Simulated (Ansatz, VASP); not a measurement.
# ZnS in VASP and in Ansatz

POSCAR

```
ZnS
1.0
    0.0000000000      2.6540954973      2.6136777993
    2.6540954973      0.0000000000      2.6136777993
    2.6540954973      2.6540954973      0.0000000000
Zn S
1 1
Direct
    0.0000000000      0.0000000000      0.0000000000
    0.7500000000      0.7500000000      0.7500000000
```

INCAR.step1

```
SYSTEM = ZnS
PREC = Accurate ; ENCUT = 520
ISMEAR = 0 ; SIGMA = 0.05
LREAL = .False. ; LASPH = .True.
NELM = 60 ; NBANDS = 16
GGA = PE ; ALGO = Normal
EDIFF = 1E-4 ; LWAVE = .True.
LCHARG = .False.
```

File INCAR.step2:

```
SYSTEM = ZnS
PREC = Accurate ; ENCUT = 520
EDIFF = 1E-6 ; ISMEAR = 0
SIGMA = 0.05 ; LREAL = .False.
LASPH = .True. ; NELM = 60
ALGO = Normal ; ISIF = 2
LWAVE = .False. ; LCHARG = .False.
METAGGA = R2SCAN ; LMIXTAU = .True.
NBANDS = 16 ; ISTART = 1
```

KPOINTS

```
Automatic mesh
0
Gamma
  8 8 8
  0 0 0
```

Input for Ansatz:

```yaml
crystal:
  lattice:
    - [0.0, 2.6540954973, 2.6136777993]
    - [2.6540954973, 0.0, 2.6136777993]
    - [2.6540954973, 2.6540954973, 0.0]
  atoms:
    - { symbol: Zn, position: [0.0, 0.0, 0.0] }
    - { symbol: S, position: [0.75, 0.75, 0.75] }
basis:
  ecutwfc: 500
kpoints:
  mp_grid: { grid: [8, 8, 8] }
hamiltonian:
  xc: r2scan
scf:
  occupations: { method: gaussian, width: 0.05 }
output:
  forces: true
  stress: true
  eigenvalues: true
```

Change from the starting cell: strain -0.015 along x and y, -0.030 along z, atoms carried along.

Alike in both runs: task single point; functional r2SCAN; k mesh 8 × 8 × 8; occupations gaussian, width 0.05 eV; no spin polarisation.

```csv
,VASP,Ansatz
version,VASP 6.6.1,Ansatz 0.2.0
potentials or method,"VASP PAW PBE potentials, release 64 (Zn, S), cutoff 520 eV","scalar-relativistic, plane waves, PAW"
valence electrons in the cell,18,18
```

|  | VASP | Ansatz | Ansatz less VASP |
| --- | --- | --- | --- |
| gap on the k mesh at the Fermi level (eV) | 2.97 | 2.95 | -0.017 |
| least direct gap on the mesh (eV) | 2.97 | 2.95 | -0.017 |
| pressure (GPa) | 5.5 | 5.4 | -0.02 |
| traceless stress, the component that is largest in VASP (GPa) | 0.44 | 0.40 | -0.035 |

VASP's potentials were made for PBE, not for r2SCAN.
